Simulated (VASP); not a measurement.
Here is a VASP 6.6.1 calculation.

Contents of INCAR:

```
ALGO     = Fast           # electronic algorithm
EDIFF    = 1E-6           # SCF threshold, eV
ENCUT    = 520            # plane-wave cutoff, eV
ISIF     = 2              # what is computed and relaxed
ISMEAR   = 0              # smearing method
LASPH    = True           # aspherical terms in the spheres
LCHARG   = False          # write CHGCAR
LREAL    = False          # projectors in reciprocal space
LWAVE    = False          # write WAVECAR
NBANDS   = 13             # bands
NELM     = 80             # most SCF steps
PREC     = Accurate       # precision mode
SIGMA    = 0.15           # smearing width, eV
```

Contents of KPOINTS:

```
k-points
0
Gamma
  20 20 20
```

Contents of POSCAR:

```
W
1.0
   -0.0744929544      1.9864787842      2.0609717386
    1.9119858298      0.0000000000      1.9864787842
    1.9864787842      1.9864787842     -0.0744929544
W
1
Direct
    0.0000000000      0.0000000000      0.0000000000
```

Potentials or basis: VASP PAW LDA potentials, release 64 (W_sv).

Run with:

```console
$ cat potpaw_LDA.64/W_sv/POTCAR > POTCAR
$ mpirun -np 1 vasp_std > vasp.out
```

Q: What does it give for the pressure?

A: -7.9 GPa.

Q: What does it give for the band gap on the k mesh?

A: Zero (bands 7 and 8 overlap by 4.14 eV).

Stress tensor (GPa, compression positive):
```
-11.36   0.00  -2.46
  0.00  -8.10   0.00
 -2.46   0.00  -4.34
```

Caveat: the cell differs from its parent crystal (engineering shear strain xz -0.0750, normal strain along z +0.0375); the stress differs along the axes, from -11 to -4 GPa; spin-orbit coupling is left out, which moves the levels of the heavy elements.
